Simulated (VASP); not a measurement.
# AlRu (P4/mmm) in VASP: notebook

The runs below take AlRu through single point, with r2SCAN.

Program: VASP 6.6.1. These are calculated values, not measurements. Logs are shortened: lines on timing, memory, paths and dates and some standing lists are left out, and cuts for length are marked.

## (1) The cell of the first run

Symmetry: P4/mmm, No. 123, tetragonal system. Conventional cell: a = 3.027 Å, b = 3.027 Å, c = 2.943 Å, α = 90.00°, β = 90.00°, γ = 90.00°. Within 3.4 Å of Al (site symmetry 4/mmm) lie 8 Ru at 2.60 Å and 6 Al at 2.94 to 3.03 Å. Ru (site symmetry 4/mmm) has 8 Al at 2.60 Å and 6 Ru at 2.94 to 3.03 Å within 3.4 Å.

## (2) Single point, r2SCAN (biaxial strain in the a-b plane: +1.5 %, then relaxed in part)

Input file POSCAR:

```
AlRu
1.0
    3.0272328716      0.0000000000      0.0000000000
    0.0000000000      3.0272328716      0.0000000000
    0.0000000000      0.0000000000      2.9431739308
Al Ru
1 1
Direct
    0.0000000000      0.0000000000      0.0000000000
    0.5000000000      0.5000000000      0.5000000000
```

Input file INCAR.step1:

```
SYSTEM = AlRu
  ALGO = Normal
  EDIFF = 1E-4
  ENCUT = 520
  GGA = PE
  ISMEAR = 0
  LASPH = .TRUE.
  LCHARG = .FALSE.
  LREAL = .FALSE.
  LWAVE = .TRUE.
  NBANDS = 16
  NELM = 80
  PREC = Accurate
  SIGMA = 0.1
```

Input file INCAR.step2:

```
SYSTEM = AlRu
  ALGO = Normal
  EDIFF = 1E-7
  ENCUT = 520
  ISIF = 2
  ISMEAR = 0
  ISTART = 1
  LASPH = .TRUE.
  LCHARG = .FALSE.
  LMIXTAU = .TRUE.
  LREAL = .FALSE.
  LWAVE = .FALSE.
  METAGGA = R2SCAN
  NBANDS = 16
  NELM = 80
  PREC = Accurate
  SIGMA = 0.1
```

Input file KPOINTS:

```
k-points
0
G
  18 18 18
  0 0 0
```

Potentials or basis: VASP PAW PBE potentials, release 64 (Al, Ru_pv).

Launch:

```sh
$ cat potpaw_PBE.64/Al/POTCAR potpaw_PBE.64/Ru_pv/POTCAR > POTCAR
$ cp INCAR.step1 INCAR
$ mpirun -np 1 vasp_std > vasp.out
$ cp INCAR.step2 INCAR
$ mpirun -np 1 vasp_std > vasp.out
```

OUTCAR:

```text
SYSTEM = AlRu
   EDIFF = 1E-7
   ENCUT = 520
   ISIF = 2
   ISMEAR = 0
   ISTART = 1
   LASPH = .TRUE.
   LREAL = .FALSE.
   METAGGA = R2SCAN
   NELM = 80
   PREC = Accurate

 ion  position               nearest neighbor table
   1  0.000  0.000  0.000-   2 2.60   2 2.60   2 2.60   2 2.60   2 2.60   2 2.60   2 2.60   2 2.60

   2  0.500  0.500  0.500-   1 2.60   1 2.60   1 2.60   1 2.60   1 2.60   1 2.60   1 2.60   1 2.60

  LATTYP: Found a simple tetragonal cell.
 ALAT       =     3.0272328716
 C/A-ratio  =     0.9722324167

  Lattice vectors:

 A1 = (   3.0272328716,   0.0000000000,   0.0000000000)
 A2 = (   0.0000000000,   3.0272328716,   0.0000000000)
 A3 = (   0.0000000000,   0.0000000000,   2.9431739308)

Analysis of symmetry for initial positions (statically):
=====================================================================
 Subroutine PRICEL returns:
 Original cell was already a primitive cell.

 Routine SETGRP: Setting up the symmetry group for a
 simple tetragonal supercell.

 Subroutine GETGRP returns: Found 16 space group operations
 (whereof 16 operations were pure point group operations)
 out of a pool of 16 trial point group operations.

The static configuration has the point symmetry D_4h.

Analysis of symmetry for dynamics (positions and initial velocities):
=====================================================================
 Subroutine PRICEL returns:
 Original cell was already a primitive cell.

 Routine SETGRP: Setting up the symmetry group for a
 simple tetragonal supercell.

 Subroutine GETGRP returns: Found 16 space group operations
 (whereof 16 operations were pure point group operations)
 out of a pool of 16 trial point group operations.

The dynamic configuration has the point symmetry D_4h.

 Subroutine INISYM returns: Found 16 space group operations
 (whereof 16 operations are pure point group operations),
 and found     1 'primitive' translations

----------------------------------------------------------------------------------------

                                     Primitive cell

  volume of cell :      26.9717

  direct lattice vectors                    reciprocal lattice vectors
     3.027232872  0.000000000  0.000000000     0.330334679  0.000000000  0.000000000
     0.000000000  3.027232872  0.000000000     0.000000000  0.330334679  0.000000000
     0.000000000  0.000000000  2.943173931     0.000000000  0.000000000  0.339769250

  length of vectors
     3.027232872  3.027232872  2.943173931     0.330334679  0.330334679  0.339769250

  position of ions in fractional coordinates (direct lattice)
     0.000000000  0.000000000  0.000000000
     0.500000000  0.500000000  0.500000000

  ion indices of the primitive-cell ions
   primitive index   ion index
                 1           1
                 2           2

----------------------------------------------------------------------------------------

 KPOINTS: k-points

Automatic generation of k-mesh.
 Grid dimensions read from file:
 generate k-points for:   18   18   18

 Generating k-lattice:

  Cartesian coordinates                     Fractional coordinates (reciprocal lattice)
     0.018351927  0.000000000  0.000000000     0.055555556  0.000000000  0.000000000
     0.000000000  0.018351927  0.000000000     0.000000000  0.055555556  0.000000000
     0.000000000  0.000000000  0.018876069     0.000000000  0.000000000  0.055555556

  Length of vectors
     0.018351927  0.018351927  0.018876069

  Shift w.r.t. Gamma in fractional coordinates (k-lattice)
     0.000000000  0.000000000  0.000000000

 Subroutine IBZKPT returns following result:
 ===========================================

 Found    550 irreducible k-points:

 Following reciprocal coordinates:
            Coordinates               Weight
  0.000000  0.000000  0.000000      1.000000
  0.055556  0.000000  0.000000      4.000000
  0.111111  0.000000  0.000000      4.000000
  0.166667  0.000000  0.000000      4.000000
  0.222222  0.000000  0.000000      4.000000
  0.277778  0.000000  0.000000      4.000000
[... 16 lines left out ...]
  0.277778  0.111111  0.000000      8.000000
  0.333333  0.111111  0.000000      8.000000
 [... further k-points ...]
   k-points           NKPTS =    550   k-points in BZ     NKDIM =    550   number of bands    NBANDS=     16
   number of dos      NEDOS =    301   number of ions     NIONS =      2
   total plane-waves  NPLWV =  13824
   dimension x,y,z NGX =    24 NGY =   24 NGZ =   24
   dimension x,y,z NGXF=    48 NGYF=   48 NGZF=   48
   ions per type =               1   1
   NGX,Y,Z   is equivalent  to a cutoff of  13.18, 13.18, 13.56 a.u.
   NGXF,Y,Z  is equivalent  to a cutoff of  26.36, 26.36, 27.11 a.u.
 SYSTEM =  AlRu
   PREC   = accura    normal or accurate (medium, high low for compatibility)
   ISTART =      1    job   : 0-new  1-cont  2-samecut
   ICHARG =      0    charge: 1-file 2-atom 10-const
   ISPIN  =      1    spin polarized calculation?
   LNONCOLLINEAR =      F non collinear calculations
   LSORBIT =      F    spin-orbit coupling
   LASPH  =      T    aspherical Exc in radial PAW
   ENCUT  =  520.0 eV  38.22 Ry    6.18 a.u.   5.63  5.63  5.47*2*pi/ulx,y,z
   NELM   =     80;   NELMIN=  2; NELMDL=  0     # of ELM steps
   EDIFF  = 0.1E-06   stopping-criterion for ELM
   LREAL  =      F    real-space projection
   EDIFFG = 0.1E-05   stopping-criterion for IOM
   NSW    =      0    number of steps for IOM
   IBRION =     -1    ionic relax: 0-MD 1-quasi-New 2-CG
   NFREE  =      0    steps in history (QN), initial steepest desc. (CG)
   ISIF   =      2    stress and relaxation
   ISYM   =      2    0-nonsym 1-usesym 2-fastsym
   POTIM  = 0.5000    time-step for ionic-motion
   TEBEG  =    0.0;   TEEND  =   0.0 temperature during run
   PSTRESS=    0.0 pullay stress
   NELECT =      17.0000    total number of electrons
   NUPDOWN=      -1.0000    fix difference up-down
   EMIN   =  10.00;   EMAX   =-10.00  energy-range for DOS
   EFERMI =   0.00;   METHOD = LEGACY
   ISMEAR =     0;   SIGMA  =   0.10  broadening in eV -4-tet -1-fermi 0-gaus
   EFERMI_NEDOS =   21; number of points for ismear=-14 and -15
   IALGO  =     38    algorithm
   IMIX   =      4    mixing-type and parameters
     AMIX     =   0.40;   BMIX     =  1.00
     AMIX_MAG =   1.60;   BMIX_MAG =  1.00
  volume/ion in A,a.u.               =      13.49        91.01
  Fermi-wavevector in a.u.,A,eV,Ry     =   1.403639  2.652492 26.806213  1.970201
  Thomas-Fermi vector in A             =   2.526280
   LORBIT       =      0    0 simple, 1 ext, 2 COOP (PROOUT), +10 PAW based schemes
   METAGGA = R2SCAN    functional components
   LHFCALC =     F    Hartree Fock is set to
   AEXX    =    0.0000 exact exchange contribution
   IVDW    =     0    specifies the selected vdW correction
   LEPSILON=     F    determine dielectric tensor
   LRPA    =     F    only Hartree local field effects (RPA)
 non-spin polarized calculation
 Gauss-broadening in eV      SIGMA  =   0.10
  energy-cutoff  :      520.00
  volume of cell :       26.97
 maximum number of plane-waves:       746
 NGX is ok and might be reduce to    24
   NGX = 11   NGY = 11   NGZ = 11

 number of electron      17.0000000 magnetization

 Free energy of the ion-electron system (eV)
  ---------------------------------------------------
  ext. energy  EPLUGINS =         0.00000000
  ---------------------------------------------------
  free energy    TOTEN  =       -33.60255546 eV

  energy without entropy =      -33.59504683  energy(sigma->0) =      -33.59880115

 E-fermi :  10.4547     XC(G=0): -13.5755

 val. band max:       10.4501892227   @ k =   0.1111   0.0556   0.0000
 cond. band min:      10.4575515375   @ k =   0.1111   0.0556   0.3889
 fundamental gap:      0.0073623148
 Fermi energy:        10.4547123722

 k-point     1 :       0.0000    0.0000    0.0000
  band No.  band energies     occupation
      1     -32.6266      2.00000
      2     -32.6266      2.00000
      3     -32.5867      2.00000
      4       0.3344      2.00000
      5       6.8169      2.00000
      6       6.8223      2.00000
[... 8 lines left out ...]
     15      21.9330      0.00000
     16      26.8208      0.00000

 k-point     2 :       0.0556    0.0000    0.0000
  band No.  band energies     occupation
      1     -32.6329      2.00000
      2     -32.6260      2.00000
      3     -32.5862      2.00000
      4       0.3959      2.00000
      5       6.8352      2.00000
      6       6.8428      2.00000
[... 8 lines left out ...]
     15      22.1689      0.00000
     16      26.9846      0.00000

 k-point     3 :       0.1111    0.0000    0.0000
  band No.  band energies     occupation
      1     -32.6510      2.00000
      2     -32.6245      2.00000
      3     -32.5847      2.00000
      4       0.5789      2.00000
      5       6.8764      2.00000
      6       6.9058      2.00000
[... 8 lines left out ...]
     15      22.7586      0.00000
     16      27.5012      0.00000

 k-point     4 :       0.1667    0.0000    0.0000
  band No.  band energies     occupation
      1     -32.6786      2.00000
      2     -32.6221      2.00000
      3     -32.5825      2.00000
      4       0.8783      2.00000
      5       6.9094      2.00000
      6       7.0056      2.00000
[... 8 lines left out ...]
     15      23.3645      0.00000
     16      28.4029      0.00000
[... 324 lines left out ...]
 k-point    22 :       0.2222    0.1111    0.0000
  band No.  band energies     occupation
      1     -32.7098      2.00000
      2     -32.6431      2.00000
      3     -32.5777      2.00000
      4       1.5107      2.00000
      5       6.9726      2.00000
      6       7.2068      2.00000
[... 8 lines left out ...]
     15      24.3617      0.00000
     16      27.1774      0.00000

 k-point    23 :       0.2778    0.1111    0.0000
  band No.  band energies     occupation
      1     -32.7454      2.00000
      2     -32.6399      2.00000
      3     -32.5747      2.00000
      4       2.0038      2.00000
      5       6.8010      2.00000
      6       7.3525      2.00000
[... 8 lines left out ...]
     15      24.9175      0.00000
     16      26.1049      0.00000

 k-point    24 :       0.3333    0.1111    0.0000
  band No.  band energies     occupation
      1     -32.7786      2.00000
      2     -32.6368      2.00000
      3     -32.5719      2.00000
      4       2.5777      2.00000
      5       6.4430      2.00000
      6       7.5001      2.00000
[... 8 lines left out ...]
     15      24.9993      0.00000
     16      25.4036      0.00000

 [... further k-points ...]
[... 5 lines left out ...]
  --------------------------------------------------------------------------------------
  -------------------------------------------------------------------------------------
  Total       -0.8648373     -0.8648373      0.0196369      0.0000000      0.0000000      0.0000000
  in kB      -51.3732952    -51.3732952      1.1664743      0.0000000      0.0000000      0.0000000
  external PRESSURE =     -33.8600387 kB  Pullay stress =       0.0000000 kB

 VOLUME and BASIS-vectors are now :
 -----------------------------------------------------------------------------
  energy-cutoff  :      520.00
  volume of cell :       26.97
      direct lattice vectors                 reciprocal lattice vectors
     3.027232872  0.000000000  0.000000000     0.330334679  0.000000000  0.000000000
     0.000000000  3.027232872  0.000000000     0.000000000  0.330334679  0.000000000
     0.000000000  0.000000000  2.943173931     0.000000000  0.000000000  0.339769250

 POSITION                                       TOTAL-FORCE (eV/Angst)
 -----------------------------------------------------------------------------------
      0.00000      0.00000      0.00000         0.000000      0.000000      0.000000
      1.51362      1.51362      1.47159         0.000000      0.000000      0.000000
 -----------------------------------------------------------------------------------
    total drift:                                0.000000     -0.000000     -0.000000

  FREE ENERGIE OF THE ION-ELECTRON SYSTEM (eV)
  ---------------------------------------------------
  free  energy   TOTEN  =       -33.6025554577 eV

  energy  without entropy=      -33.5950468330  energy(sigma->0) =      -33.59880115
```

Run time: 3 min. Hardware: 1 thread of Intel Xeon 6975P-C (Granite Rapids), shared host; peak memory 0.33 GiB.

What came out:

* Free energy: -33.6026 eV
* Pressure: -3.4 GPa

Caveat: the cell differs from its parent crystal (biaxial strain in the a-b plane: +1.5 %, then relaxed in part); the PAW data sets were made with another functional, which shifts forces and pressure a little.

## (3) Single point, r2SCAN (biaxial strain in the a-b plane: +1.5 %)

Edit POSCAR of step 2 so:

```diff
@@ -4,3 +4,3 @@
     0.0000000000      3.0272328716      0.0000000000
-    0.0000000000      0.0000000000      2.9431739308
+    0.0000000000      0.0000000000      2.9556529810
 Al Ru
```

Input file INCAR.step1:

```
SYSTEM = AlRu
PREC = Accurate
ENCUT = 520
ISMEAR = 0
SIGMA = 0.1
LREAL = .FALSE.
LASPH = .TRUE.
NELM = 80
NBANDS = 16
GGA = PE
ALGO = Normal
EDIFF = 1E-4
LWAVE = .TRUE.
LCHARG = .FALSE.
```

Input file INCAR.step2:

```
SYSTEM = AlRu
PREC = Accurate
ENCUT = 520
EDIFF = 1E-6
ISMEAR = 0
SIGMA = 0.1
LREAL = .FALSE.
LASPH = .TRUE.
NELM = 80
ALGO = Normal
ISIF = 2
LWAVE = .FALSE.
LCHARG = .FALSE.
METAGGA = R2SCAN
LMIXTAU = .TRUE.
NBANDS = 16
ISTART = 1
```

Input file KPOINTS:

```
regular mesh
0
G
  18 18 18
  0 0 0
```

Potentials or basis: VASP PAW PBE potentials, release 64 (Al, Ru_pv).

Launch:

```sh
$ cat potpaw_PBE.64/Al/POTCAR potpaw_PBE.64/Ru_pv/POTCAR > POTCAR
$ cp INCAR.step1 INCAR
$ mpirun -np 1 vasp_std > vasp.out
$ cp INCAR.step2 INCAR
$ mpirun -np 1 vasp_std > vasp.out
```

Wall time 2.8 min (1 thread of Intel Xeon 6975P-C (Granite Rapids), shared host); peak memory 0.33 GiB.

The run converged. Its results:

```yaml
Free_energy: -33.6021 eV
Pressure: -4.3 GPa
```

Stress tensor (GPa, compression positive):
```
-5.76  0.00  0.00
 0.00 -5.76  0.00
 0.00  0.00 -1.35
```

Levels at points of the mesh, in eV from the Fermi level:
```csv
k point,band 6,band 7,band 8,band 9,band 10,band 11,band 12,band 13
"(0.00, 0.00, 0.00)",-3.61,0.06,0.23,0.23,6.21,6.21,6.99,10.34
"(0.50, 0.00, 0.00)",-2.78,-1.75,-1.45,0.48,2.34,7.76,10.35,11.34
"(0.50, 0.50, 0.00)",-1.56,-1.56,-1.06,-1.06,1.60,5.36,6.52,10.35
"(0.00, 0.00, 0.50)",-2.67,-1.76,-1.76,0.36,2.75,7.74,10.35,11.35
"(0.50, 0.00, 0.50)",-1.50,-1.33,-1.32,-1.26,1.74,5.71,6.70,10.35
"(0.50, 0.50, 0.50)",-4.81,1.71,1.88,3.14,4.25,4.25,4.41,8.63
```

Caveat: the cell differs from its parent crystal (biaxial strain in the a-b plane: +1.5 %); the PAW data sets were made with another functional, which shifts forces and pressure a little.

## (4) Single point, r2SCAN (biaxial strain in the a-b plane: +3.0 %, then relaxed in part)

Input file POSCAR:

```
AlRu
1.0
    3.0719703032      0.0000000000      0.0000000000
    0.0000000000      3.0719703032      0.0000000000
    0.0000000000      0.0000000000      2.9079154693
Al Ru
1 1
Direct
    0.0000000000      0.0000000000      0.0000000000
    0.5000000000      0.5000000000      0.5000000000
```

Input file INCAR.step1:

```
SYSTEM = AlRu
PREC = Accurate ; ENCUT = 520
ISMEAR = 0 ; SIGMA = 0.1
LREAL = .False. ; LASPH = .True.
NELM = 100 ; NBANDS = 16
GGA = PE ; ALGO = Normal
EDIFF = 1E-4 ; LWAVE = .True.
LCHARG = .False.
```

Input file INCAR.step2:

```
SYSTEM = AlRu
PREC = Accurate ; ENCUT = 520
EDIFF = 1E-6 ; ISMEAR = 0
SIGMA = 0.1 ; LREAL = .False.
LASPH = .True. ; NELM = 100
ALGO = Normal ; ISIF = 2
LWAVE = .False. ; LCHARG = .True.
METAGGA = R2SCAN ; LMIXTAU = .True.
LELF = .True. ; LVHAR = .True.
NBANDS = 16 ; ISTART = 1
```

Input file KPOINTS:

```
Automatic mesh
0
Gamma
  18 18 18
  0 0 0
```

Launch:

```sh
$ cat potpaw_PBE.64/Al/POTCAR potpaw_PBE.64/Ru_pv/POTCAR > POTCAR
$ cp INCAR.step1 INCAR
$ mpirun -np 1 vasp_std > vasp.out
$ cp INCAR.step2 INCAR
$ mpirun -np 1 vasp_std > vasp.out
```

It took 2.6 min on 1 thread of Intel Xeon 6975P-C (Granite Rapids), shared host; peak memory 0.34 GiB.

It converged, with:

```yaml
Free_energy: -33.5649 eV
Pressure: -6.6 GPa
```

Stress tensor (GPa, compression positive):
```
-9.90  0.00  0.00
 0.00 -9.90  0.00
 0.00  0.00  0.11
```

Levels at points of the mesh, in eV from the Fermi level:
```tsv
k point	band 7	band 8	band 9	band 10	band 11	band 12
(0.00, 0.00, 0.00)	-0.10	0.30	0.30	5.79	5.79	7.60
(0.50, 0.00, 0.00)	-1.87	-1.19	0.51	2.09	7.72	10.31
(0.50, 0.50, 0.00)	-1.69	-0.85	-0.85	1.42	4.96	6.18
(0.00, 0.00, 0.50)	-1.88	-1.88	0.24	3.01	7.72	10.31
(0.50, 0.00, 0.50)	-1.47	-1.30	-1.15	1.71	5.80	6.59
(0.50, 0.50, 0.50)	1.56	1.92	3.04	4.14	4.14	4.50
```

Caveat: the cell differs from its parent crystal (biaxial strain in the a-b plane: +3.0 %, then relaxed in part); the PAW data sets were made with another functional, which shifts forces and pressure a little.

## (5) The runs side by side

| cell | gap on the mesh (eV) | pressure (GPa) |
| --- | --- | --- |
| a = 3.027, b = 3.027, c = 2.943 Å, 2 atoms | none | -3.4 |
| a = 3.027, b = 3.027, c = 2.956 Å, 2 atoms | none | -4.3 |
| a = 3.072, b = 3.072, c = 2.908 Å, 2 atoms | none | -6.6 |

Alike in all rows: task single point; level r2SCAN; potentials or basis VASP PAW PBE potentials, release 64 (Al, Ru_pv); no spin polarisation; k mesh 18 × 18 × 18; cutoff (eV) 520; smearing gaussian 0.1 eV.

Caveats: the PAW data sets were made with another functional, which shifts forces and pressure a little.

Absolute energies hang on the potentials; compare differences alone.
